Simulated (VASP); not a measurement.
# Al in VASP: relaxation of the atoms with PBEsol

Aim: the relaxation of the atoms of Al with PBEsol.

All numbers are computed with VASP 6.6.1; they aren't measurements. Logs are shortened: lines on timing, memory, paths and dates and some standing lists are left out, and cuts for length are marked.

### Step 1. The cell of the first run

The cell holds a slab with vacuum, 5 atoms: a = 2.840 Å, b = 2.840 Å, c = 25.274 Å, α = 90.00°, β = 90.00°, γ = 120.00°.

### Step 2. Relaxation of the atoms, PBEsol

INCAR reads:

```
PREC = Accurate ; ENCUT = 520
EDIFF = 1E-6 ; ISMEAR = -1
SIGMA = 0.1 ; LREAL = F
LASPH = T ; NELM = 100
ALGO = Normal ; ISIF = 2
LWAVE = F ; LCHARG = F
LDIPOL = T ; IDIPOL = 3
DIPOL = 0.5 0.5 0.500 ; GGA = PS
IBRION = 2 ; NSW = 32
EDIFFG = -0.01
```

KPOINTS reads:

```
regular mesh
0
Gamma
  15 15 1
```

POSCAR reads:

```
Al
1.0
    2.8395982910      0.0000000000      0.0000000000
   -1.4197991455      2.4591642566      0.0000000000
    0.0000000000      0.0000000000     25.2741000000
Al
5
Direct
    0.8333333333      0.1666666667      0.3142881639
    0.1666666667      0.8333333333      0.4074033804
    0.5000000000      0.5000000000      0.5000000114
    0.8333333333      0.1666666667      0.5925965672
    0.1666666667      0.8333333333      0.6857118771
```

Potentials or basis: VASP PAW PBE potentials, release 64 (Al).

Started as:

```sh
> cat potpaw_PBE.64/Al/POTCAR > POTCAR
> mpirun -np 1 vasp_std > vasp.out
```

OUTCAR:

```text
PREC = Accurate
   ENCUT = 520
   EDIFF = 1E-6
   ISMEAR = -1
   LREAL = F
   LASPH = T
   NELM = 100
   ISIF = 2
   GGA = PS
   IBRION = 2
   NSW = 32
   EDIFFG = -0.01

 ion  position               nearest neighbor table
   1  0.833  0.167  0.314-   2 2.87   2 2.87   2 2.87
   2  0.167  0.833  0.407-   3 2.86   3 2.86   3 2.86   1 2.87   1 2.87   1 2.87
   3  0.500  0.500  0.500-   4 2.86   4 2.86   4 2.86   2 2.86   2 2.86   2 2.86
   4  0.833  0.167  0.593-   3 2.86   3 2.86   3 2.86   5 2.87   5 2.87   5 2.87
   5  0.167  0.833  0.686-   4 2.87   4 2.87   4 2.87

  LATTYP: Found a hexagonal cell.
 ALAT       =     2.8395982910
 C/A-ratio  =     8.9005899462

  Lattice vectors:

 A1 = (   2.8395982910,   0.0000000000,   0.0000000000)
 A2 = (  -1.4197991455,   2.4591642566,   0.0000000000)
 A3 = (   0.0000000000,   0.0000000000,  25.2741000000)

Analysis of symmetry for initial positions (statically):
=====================================================================
 Subroutine PRICEL returns:
 Original cell was already a primitive cell.

 Routine SETGRP: Setting up the symmetry group for a
 hexagonal supercell.

 Subroutine GETGRP returns: Found 12 space group operations
 (whereof  4 operations were pure point group operations)
 out of a pool of 24 trial point group operations.

The static configuration has the point symmetry C_2h.
 The point group associated with its full space group is D_3d.

Analysis of symmetry for dynamics (positions and initial velocities):
=====================================================================
 Subroutine PRICEL returns:
 Original cell was already a primitive cell.

 Routine SETGRP: Setting up the symmetry group for a
 hexagonal supercell.

 Subroutine GETGRP returns: Found 12 space group operations
 (whereof  4 operations were pure point group operations)
 out of a pool of 24 trial point group operations.

The dynamic configuration has the point symmetry C_2h.
 The point group associated with its full space group is D_3d.

 Subroutine INISYM returns: Found 12 space group operations
 (whereof  4 operations are pure point group operations),
 and found     1 'primitive' translations

----------------------------------------------------------------------------------------

                                     Primitive cell

  volume of cell :     176.4900

  direct lattice vectors                    reciprocal lattice vectors
     2.839598291  0.000000000  0.000000000     0.352162488  0.203321107  0.000000000
    -1.419799146  2.459164257  0.000000000     0.000000000  0.406642215  0.000000000
     0.000000000  0.000000000 25.274100000     0.000000000  0.000000000  0.039566196

  length of vectors
     2.839598291  2.839598291 25.274100000     0.406642215  0.406642215  0.039566196

  position of ions in fractional coordinates (direct lattice)
     0.833333333  0.166666667  0.314288164
     0.166666667  0.833333333  0.407403380
     0.500000000  0.500000000  0.500000011
     0.833333333  0.166666667  0.592596567
     0.166666667  0.833333333  0.685711877

  ion indices of the primitive-cell ions
   primitive index   ion index
                 1           1
                 2           2
                 3           3
                 4           4
                 5           5

----------------------------------------------------------------------------------------

 KPOINTS: regular mesh

Automatic generation of k-mesh.
 Grid dimensions read from file:
 generate k-points for:   15   15    1

 Generating k-lattice:

  Cartesian coordinates                     Fractional coordinates (reciprocal lattice)
     0.023477499  0.013554740  0.000000000     0.066666667  0.000000000  0.000000000
     0.000000000  0.027109481  0.000000000     0.000000000  0.066666667  0.000000000
     0.000000000  0.000000000  0.039566196     0.000000000  0.000000000  1.000000000

  Length of vectors
     0.027109481  0.027109481  0.039566196

  Shift w.r.t. Gamma in fractional coordinates (k-lattice)
     0.000000000  0.000000000  0.000000000

 Subroutine IBZKPT returns following result:
 ===========================================

 Found     27 irreducible k-points:

 Following reciprocal coordinates:
            Coordinates               Weight
  0.000000  0.000000  0.000000      1.000000
  0.066667 -0.000000  0.000000      6.000000
  0.133333  0.000000  0.000000      6.000000
  0.200000  0.000000  0.000000      6.000000
  0.266667  0.000000  0.000000      6.000000
  0.333333  0.000000  0.000000      6.000000
[... 16 lines left out ...]
  0.333333  0.200000  0.000000     12.000000
  0.400000  0.200000  0.000000      6.000000
 [... further k-points ...]
   k-points           NKPTS =     27   k-points in BZ     NKDIM =     27   number of bands    NBANDS=     11
   number of dos      NEDOS =    301   number of ions     NIONS =      5
   total plane-waves  NPLWV = 110592
   dimension x,y,z NGX =    24 NGY =   24 NGZ =  192
   dimension x,y,z NGXF=    48 NGYF=   48 NGZF=  384
   ions per type =               5
   NGX,Y,Z   is equivalent  to a cutoff of  14.05, 14.05, 12.63 a.u.
   NGXF,Y,Z  is equivalent  to a cutoff of  28.10, 28.10, 25.26 a.u.
 SYSTEM =  unknown system
   PREC   = accura    normal or accurate (medium, high low for compatibility)
   ISTART =      0    job   : 0-new  1-cont  2-samecut
   ICHARG =      2    charge: 1-file 2-atom 10-const
   ISPIN  =      1    spin polarized calculation?
   LNONCOLLINEAR =      F non collinear calculations
   LSORBIT =      F    spin-orbit coupling
   LASPH  =      T    aspherical Exc in radial PAW
   ENCUT  =  520.0 eV  38.22 Ry    6.18 a.u.   5.28  5.28 46.99*2*pi/ulx,y,z
   NELM   =    100;   NELMIN=  2; NELMDL= -5     # of ELM steps
   EDIFF  = 0.1E-05   stopping-criterion for ELM
   LREAL  =      F    real-space projection
   EDIFFG = -.1E-01   stopping-criterion for IOM
   NSW    =     32    number of steps for IOM
   IBRION =      2    ionic relax: 0-MD 1-quasi-New 2-CG
   NFREE  =      1    steps in history (QN), initial steepest desc. (CG)
   ISIF   =      2    stress and relaxation
   ISYM   =      2    0-nonsym 1-usesym 2-fastsym
   POTIM  = 0.5000    time-step for ionic-motion
   TEBEG  =    0.0;   TEEND  =   0.0 temperature during run
   PSTRESS=    0.0 pullay stress
   NELECT =      15.0000    total number of electrons
   NUPDOWN=      -1.0000    fix difference up-down
   EMIN   =  10.00;   EMAX   =-10.00  energy-range for DOS
   EFERMI =   0.00;   METHOD = LEGACY
   ISMEAR =    -1;   SIGMA  =   0.10  broadening in eV -4-tet -1-fermi 0-gaus
   EFERMI_NEDOS =   21; number of points for ismear=-14 and -15
   IALGO  =     38    algorithm
   IMIX   =      4    mixing-type and parameters
     AMIX     =   0.40;   BMIX     =  1.00
     AMIX_MAG =   1.60;   BMIX_MAG =  1.00
  volume/ion in A,a.u.               =      35.30       238.20
  Fermi-wavevector in a.u.,A,eV,Ry     =   0.719778  1.360183  7.048910  0.518080
  Thomas-Fermi vector in A             =   1.809061
   LORBIT       =      0    0 simple, 1 ext, 2 COOP (PROOUT), +10 PAW based schemes
   GGA     = PS    functional components
   LHFCALC =     F    Hartree Fock is set to
   AEXX    =    0.0000 exact exchange contribution
   IVDW    =     0    specifies the selected vdW correction
   LEPSILON=     F    determine dielectric tensor
   LRPA    =     F    only Hartree local field effects (RPA)
 conjugate gradient relaxation of ions
 non-spin polarized calculation
  energy-cutoff  :      520.00
  volume of cell :      176.49
 maximum number of plane-waves:      4785
 NGX is ok and might be reduce to    24
   NGX = 11   NGY = 11   NGZ = 93

 dipolmoment           0.000000      0.000000     -0.000000 electrons x Angstroem

 number of electron      15.0000000 magnetization

 dipolmoment           0.000000      0.000000      0.000005 electrons x Angstroem

 Free energy of the ion-electron system (eV)
  ---------------------------------------------------
  ext. energy  EPLUGINS =         0.00000000
  ---------------------------------------------------
  free energy    TOTEN  =       -19.65462589 eV

  energy without entropy =      -19.58552006  energy(sigma->0) =      -19.62007298

 E-fermi :   1.5524     XC(G=0):  -5.4989

 val. band max:        1.4789473164   @ k =   0.3333   0.2667   0.0000
 cond. band min:       1.5548289931   @ k =   0.2000   0.0667   0.0000
 fundamental gap:      0.0758816767
 Fermi energy:         1.5523774309

 k-point     1 :       0.0000    0.0000    0.0000
  band No.  band energies     occupation
      1      -9.3998      2.00000
      2      -8.6944      2.00000
      3      -7.5866      2.00000
      4      -6.0871      2.00000
      5      -4.1872      2.00000
      6      -2.1299      2.00000
      7       0.2687      1.99999
      8       2.6366      0.00004
      9       4.5604      0.00000
     10       5.6172      0.00000
     11       5.8325      0.00000

 k-point     2 :       0.0667   -0.0000    0.0000
  band No.  band energies     occupation
      1      -9.2912      2.00000
      2      -8.5862      2.00000
      3      -7.4791      2.00000
      4      -5.9803      2.00000
      5      -4.0805      2.00000
      6      -2.0281      2.00000
      7       0.3703      1.99999
      8       2.7366      0.00001
      9       4.6625      0.00000
     10       5.7230      0.00000
     11       5.9392      0.00000

 k-point     3 :       0.1333    0.0000    0.0000
  band No.  band energies     occupation
      1      -8.9660      2.00000
      2      -8.2623      2.00000
      3      -7.1571      2.00000
      4      -5.6606      2.00000
      5      -3.7614      2.00000
      6      -1.7228      2.00000
      7       0.6734      1.99970
      8       3.0324      0.00000
      9       4.9611      0.00000
     10       6.0344      0.00000
     11       6.2537      0.00000

 k-point     4 :       0.2000    0.0000    0.0000
  band No.  band energies     occupation
      1      -8.4257      2.00000
      2      -7.7241      2.00000
      3      -6.6222      2.00000
      4      -5.1299      2.00000
      5      -3.2329      2.00000
      6      -1.2152      2.00000
      7       1.1702      1.95716
      8       3.4907      0.00000
      9       5.2661      0.00000
     10       5.8685      0.00000
     11       6.2066      0.00000

 k-point     5 :       0.2667    0.0000    0.0000
  band No.  band energies     occupation
      1      -7.6727      2.00000
      2      -6.9741      2.00000
      3      -5.8771      2.00000
      4      -4.3914      2.00000
      5      -2.5015      2.00000
      6      -0.5096      2.00000
      7       1.8046      0.14858
      8       3.1978      0.00000
      9       3.9684      0.00000
     10       4.3885      0.00000
     11       5.0312      0.00000
[... 211 lines left out ...]
 k-point    21 :       0.2000    0.2000    0.0000
  band No.  band energies     occupation
      1      -6.4978      2.00000
      2      -5.8042      2.00000
      3      -4.7156      2.00000
      4      -3.2428      2.00000
      5      -1.3772      2.00000
      6       0.5749      1.99989
      7       2.4175      0.00035
      8       2.7649      0.00001
      9       3.2105      0.00000
     10       3.4235      0.00000
     11       3.9003      0.00000

 k-point    22 :       0.2667    0.2000    0.0000
  band No.  band energies     occupation
      1      -5.4385      2.00000
      2      -4.7500      2.00000
      3      -3.6708      2.00000
      4      -2.2167      2.00000
      5      -0.4308      2.00000
      6       0.7207      1.99951
      7       1.3543      1.75747
      8       1.7871      0.17451
      9       2.2813      0.00136
     10       2.5490      0.00009
     11       2.9764      0.00000

 k-point    23 :       0.3333    0.2000    0.0000
  band No.  band energies     occupation
      1      -4.1790      2.00000
      2      -3.4981      2.00000
      3      -2.4374      2.00000
      4      -1.1667      2.00000
      5      -0.9757      2.00000
      6      -0.4423      2.00000
      7       0.5978      1.99986
      8       1.0813      1.98217
      9       1.8693      0.08072
     10       2.1728      0.00403
     11       2.6383      0.00004

 k-point    24 :       0.4000    0.2000    0.0000
  band No.  band energies     occupation
      1      -2.7471      2.00000
      2      -2.7136      2.00000
      3      -2.0979      2.00000
      4      -2.0191      2.00000
      5      -1.1695      2.00000
      6      -0.8929      2.00000
      7       0.3269      1.99999
      8       0.7661      1.99923
      9       1.7227      0.30808
     10       1.9423      0.03972
     11       2.5669      0.00008

 [... further k-points ...]

------------------------ aborting loop because EDIFF is reached ----------------------------------------

 vacuum level on the upper side and lower side of the slab       (xc-potential included)        -0.155        -0.155

  FORCE on cell =-STRESS in cart. coord.  units (eV):
  Direction    XX          YY          ZZ          XY          YZ          ZX
  --------------------------------------------------------------------------------------
  -------------------------------------------------------------------------------------
  Total       -1.6380394     -1.6380394      0.0312555      0.0000000      0.0000000     -0.0000000
  in kB      -14.8701301    -14.8701301      0.2837372      0.0000000      0.0000000     -0.0000000
  external PRESSURE =      -9.8188410 kB  Pullay stress =       0.0000000 kB

 VOLUME and BASIS-vectors are now :
 -----------------------------------------------------------------------------
  energy-cutoff  :      520.00
  volume of cell :      176.49
      direct lattice vectors                 reciprocal lattice vectors
     2.839598291  0.000000000  0.000000000     0.352162488  0.203321107  0.000000000
    -1.419799146  2.459164257  0.000000000     0.000000000  0.406642215  0.000000000
     0.000000000  0.000000000 25.274100000     0.000000000  0.000000000  0.039566196

 POSITION                                       TOTAL-FORCE (eV/Angst)
 -----------------------------------------------------------------------------------
      2.12970      0.40986      7.94335        -0.000000     -0.000000     -0.003542
     -0.70990      2.04930     10.29675         0.000000      0.000000     -0.000024
      0.70990      1.22958     12.63705         0.000000      0.000000      0.000000
      2.12970      0.40986     14.97734        -0.000000     -0.000000      0.000024
     -0.70990      2.04930     17.33075         0.000000      0.000000      0.003542
 -----------------------------------------------------------------------------------
    total drift:                               -0.000000      0.000000      0.000135

  FREE ENERGIE OF THE ION-ELECTRON SYSTEM (eV)
  ---------------------------------------------------
  free  energy   TOTEN  =       -19.6546258915 eV

  energy  without entropy=      -19.5855200615  energy(sigma->0) =      -19.62007298

 reached required accuracy - stopping structural energy minimisation

 vacuum level on the upper side and lower side of the slab         5.620         5.620
```

Run time: 72 s. Hardware: 1 thread of AMD EPYC 7R13 (Zen 3), shared host; peak memory 0.27 GiB.

What came out:

```yaml
Free_energy: -19.6546 eV
Largest_force_after_relaxing: 0.004 eV/Å
```

Forces in eV/Å, atoms in the order of the input:
```
Al   0.000  0.000 -0.004
Al   0.000  0.000  0.000
Al   0.000  0.000  0.000
Al   0.000  0.000  0.000
Al   0.000  0.000  0.004
```

Final structure:
```
CELL_PARAMETERS angstrom
2.83960 0.00000 0.00000
-1.41980 2.45916 0.00000
0.00000 0.00000 25.27410
ATOMIC_POSITIONS crystal
Al 0.83333 0.16667 0.31429
Al 0.16667 0.83333 0.40740
Al 0.50000 0.50000 0.50000
Al 0.83333 0.16667 0.59260
Al 0.16667 0.83333 0.68571
```

Caveat: the relaxation stopped at its first step, so nothing moved; the PAW data sets were made with another functional, which shifts forces and pressure a little.
